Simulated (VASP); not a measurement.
# Eu (Im-3m) in VASP: further runs, part 2 of 2

VASP 6.6.1. The steps go on from the part before.

**4. Single point, PBE, collinear spin, ferromagnetic start**

INCAR reads:

```
SYSTEM = Eu
  PREC = Accurate
  ENCUT = 520
  EDIFF = 1E-6
  ISMEAR = 0
  SIGMA = 0.2
  LREAL = .FALSE.
  LASPH = .TRUE.
  NELM = 150
  ALGO = Normal
  ISIF = 2
  LWAVE = .FALSE.
  LCHARG = .FALSE.
  ISPIN = 2
  MAGMOM = 7.02
  LORBIT = 11
  LMAXMIX = 6
  GGA = PE
  NBANDS = 18
```

KPOINTS reads:

```
regular mesh
0
G
  10 10 10
  0 0 0
```

POSCAR reads:

```
Eu
1.0
   -2.1939508085      2.1939508085      2.1939508085
    2.1939508085     -2.1939508085      2.1939508085
    2.1939508085      2.1939508085     -2.1939508085
Eu
1
Direct
    0.0000000000      0.0000000000      0.0000000000
```

Potentials or basis: VASP PAW PBE potentials, release 64 (Eu).

Launch:

```
$ cat potpaw_PBE.64/Eu/POTCAR > POTCAR
$ mpirun -np 1 vasp_std > vasp.out
```

OUTCAR:

```text
SYSTEM = Eu
   PREC = Accurate
   ENCUT = 520
   EDIFF = 1E-6
   ISMEAR = 0
   LREAL = .FALSE.
   LASPH = .TRUE.
   NELM = 150
   ISIF = 2
   ISPIN = 2
   LORBIT = 11
   GGA = PE

 ion  position               nearest neighbor table
   1  0.000  0.000  0.000-

  LATTYP: Found a body centered cubic cell.
 ALAT       =     4.3879016170

  Lattice vectors:

 A1 = (  -2.1939508085,   2.1939508085,   2.1939508085)
 A2 = (   2.1939508085,  -2.1939508085,   2.1939508085)
 A3 = (   2.1939508085,   2.1939508085,  -2.1939508085)

Analysis of symmetry for initial positions (statically):
[... 1213 lines left out ...]
  -------------------------------------------------------------------------------------
  Total       -0.0683047     -0.0683047     -0.0683047      0.0000000      0.0000000      0.0000000
  in kB       -2.5907214     -2.5907214     -2.5907214      0.0000000      0.0000000      0.0000000
  external PRESSURE =      -2.5907214 kB  Pullay stress =       0.0000000 kB

 VOLUME and BASIS-vectors are now :
 -----------------------------------------------------------------------------
  energy-cutoff  :      520.00
  volume of cell :       42.24
      direct lattice vectors                 reciprocal lattice vectors
    -2.193950808  2.193950808  2.193950808     0.000000000  0.227899367  0.227899367
     2.193950808 -2.193950808  2.193950808     0.227899367  0.000000000  0.227899367
     2.193950808  2.193950808 -2.193950808     0.227899367  0.227899367  0.000000000

 POSITION                                       TOTAL-FORCE (eV/Angst)
 -----------------------------------------------------------------------------------
      0.00000      0.00000      0.00000         0.000000     -0.000000      0.000000
 -----------------------------------------------------------------------------------
    total drift:                               -0.000000     -0.000000     -0.000000

  FREE ENERGIE OF THE ION-ELECTRON SYSTEM (eV)
  ---------------------------------------------------
  free  energy   TOTEN  =       -11.4534009194 eV

  energy  without entropy=      -11.4192394376  energy(sigma->0) =      -11.43632018

 total charge

# of ion       s       p       d       f       tot
--------------------------------------------------
    1        2.084   5.711   0.295   6.641  14.731

 magnetization (x)

# of ion       s       p       d       f       tot
--------------------------------------------------
    1       -0.003  -0.093   0.136   6.639   6.678
```

OSZICAR:

```text
N       E                     dE             d eps       ncg     rms          rms(c)
DAV:   1     0.106046339635E+03    0.10605E+03   -0.64089E+03  4108   0.403E+03
DAV:   2     0.790492659302E+01   -0.98141E+02   -0.87205E+02  4194   0.284E+02
DAV:   3    -0.740834589082E+01   -0.15313E+02   -0.14986E+02  5070   0.991E+01
DAV:   4    -0.903127888590E+01   -0.16229E+01   -0.16145E+01  6602   0.253E+01
DAV:   5    -0.912235366067E+01   -0.91075E-01   -0.90953E-01  5802   0.656E+00    0.296E+01
DAV:   6    -0.125119997133E+02   -0.33896E+01   -0.30129E+00  4732   0.168E+01    0.202E+01
DAV:   7    -0.115442773503E+02    0.96772E+00   -0.14062E+00  5304   0.215E+01    0.138E+01
DAV:   8    -0.114722671535E+02    0.72010E-01   -0.67824E-01  5090   0.184E+01    0.544E+00
DAV:   9    -0.114707327664E+02    0.15344E-02   -0.15252E-01  5466   0.808E+00    0.284E+00
DAV:  10    -0.114545380449E+02    0.16195E-01   -0.16781E-02  5686   0.125E+00    0.178E+00
DAV:  11    -0.114551599591E+02   -0.62191E-03   -0.22909E-03  6318   0.265E-01    0.140E+00
DAV:  12    -0.114537286516E+02    0.14313E-02   -0.15723E-03  5140   0.792E-01    0.709E-01
DAV:  13    -0.114533797817E+02    0.34887E-03   -0.13760E-03  5826   0.695E-01    0.144E-01
DAV:  14    -0.114533985756E+02   -0.18794E-04   -0.78800E-05  5232   0.795E-02    0.104E-01
DAV:  15    -0.114534003369E+02   -0.17613E-05   -0.15907E-05  5794   0.742E-02    0.397E-02
DAV:  16    -0.114534013699E+02   -0.10330E-05   -0.66725E-06  4678   0.365E-02    0.286E-02
DAV:  17    -0.114534009194E+02    0.45045E-06   -0.11042E-06  3530   0.223E-02
   1 F= -.11453401E+02 E0= -.11436320E+02  d E =-.341615E-01  mag=     7.3144
```

stdout:

```text
POSCAR found type information on POSCAR Eu
 POSCAR found :  1 types and       1 ions
 scaLAPACK will be used
 LDA part: xc-table for (Slater+PW92), standard interpolation
 POSCAR, INCAR and KPOINTS ok, starting setup
 FFT: planning ... GRIDC
 FFT: planning ... GRID_SOFT
 FFT: planning ... GRID
 WAVECAR not read
 entering main loop
```

Wall time 2.9 min (1 thread of Intel Xeon 8259CL, shared host); peak memory 0.22 GiB.

What came out:

| Quantity | Value |
| --- | --- |
| Free energy | -11.4534 eV |
| Pressure | -0.3 GPa |
| Net moment | 7.31 μB per cell |
| Site moments | Eu +6.68 μB |
| Valence electrons inside the program's atomic spheres | Eu 14.73 |

Caveat: spin-orbit coupling is left out, which moves the levels of the heavy elements; semilocal functionals describe open f shells poorly, which spoils levels, moments and volumes. The state reached can hang on the start; a lower one may exist.

**5. Single point, PBE, collinear spin, ferromagnetic start**

INCAR reads:

```
SYSTEM = Eu
ALGO = Normal ; EDIFF = 1E-7
ENCUT = 520 ; GGA = PE
ISIF = 2 ; ISMEAR = 0
ISPIN = 2 ; LASPH = .TRUE.
LCHARG = .FALSE. ; LMAXMIX = 6
LORBIT = 11 ; LREAL = .FALSE.
LWAVE = .FALSE. ; MAGMOM = 7.02
NBANDS = 18 ; NELM = 150
PREC = Accurate ; SIGMA = 0.3
```

KPOINTS reads:

```
k-points
0
G
  10 10 10
  0 0 0
```

POSCAR is that of step 4.

Launch:

```
$ cat potpaw_PBE.64/Eu/POTCAR > POTCAR
$ mpirun -np 1 vasp_std > vasp.out
```

Run time: 3.8 min. Hardware: 1 thread of Intel Xeon 8259CL, shared host; peak memory 0.22 GiB.

The run converged. Its results:

| Property | Result |
| --- | --- |
| Free energy | -11.4778 eV |
| Pressure | -0.2 GPa |
| Net moment | 7.32 μB per cell |
| Site moments | Eu +6.67 μB |
| Valence electrons inside the program's atomic spheres | Eu 14.72 |

Levels at points of the mesh, in eV from the Fermi level:
Spin up:
```tsv
k point	band 8	band 9	band 10	band 11	band 12	band 13	band 14	band 15	band 16	band 17
(0.00, 0.00, 0.00)	-0.62	-0.47	-0.47	-0.47	-0.42	1.79	1.79	1.79	3.50	3.50
(0.50, 0.00, 0.00)	-0.59	-0.49	-0.48	-0.47	-0.45	0.40	0.80	3.40	4.12	5.79
(0.50, 0.50, 0.50)	-0.58	-0.58	-0.58	-0.43	-0.43	-0.43	4.98	4.98	4.98	5.24
```
Spin down:
| k point | band 2 | band 3 | band 4 | band 5 | band 6 | band 7 | band 8 | band 9 |
| --- | --- | --- | --- | --- | --- | --- | --- | --- |
| (0.00, 0.00, 0.00) | -17.92 | -17.92 | -17.92 | -3.59 | 2.80 | 2.80 | 2.80 | 3.89 |
| (0.50, 0.00, 0.00) | -18.46 | -18.09 | -17.92 | -0.92 | 1.31 | 1.59 | 3.83 | 4.13 |
| (0.50, 0.50, 0.50) | -18.30 | -18.30 | -18.30 | -0.30 | -0.30 | 3.88 | 3.88 | 3.88 |

Caveat: so wide a smearing shifts energies and pressures; spin-orbit coupling is left out, which moves the levels of the heavy elements; semilocal functionals describe open f shells poorly, which spoils levels, moments and volumes. The state reached can hang on the start; a lower one may exist.

**6. The runs side by side**

```csv
smearing,gap on the mesh (eV),pressure (GPa),moment (μB)
gaussian 0.03 eV,none,-0.4,7.27
gaussian 0.1 eV,none,-0.3,7.29
gaussian 0.2 eV,none,-0.3,7.31
gaussian 0.3 eV,none,-0.2,7.32
```

Alike in all rows: task single point; level PBE; potentials or basis VASP PAW PBE potentials, release 64 (Eu); spin collinear, ferromagnetic start; cell as given; k mesh 10 × 10 × 10; cutoff (eV) 520.

Caveats: spin-orbit coupling is left out, which moves the levels of the heavy elements; semilocal functionals describe open f shells poorly, which spoils levels, moments and volumes; so wide a smearing shifts energies and pressures (at least some runs).

Total energies depend on the potentials used, so only differences within one code and one set of settings carry meaning.
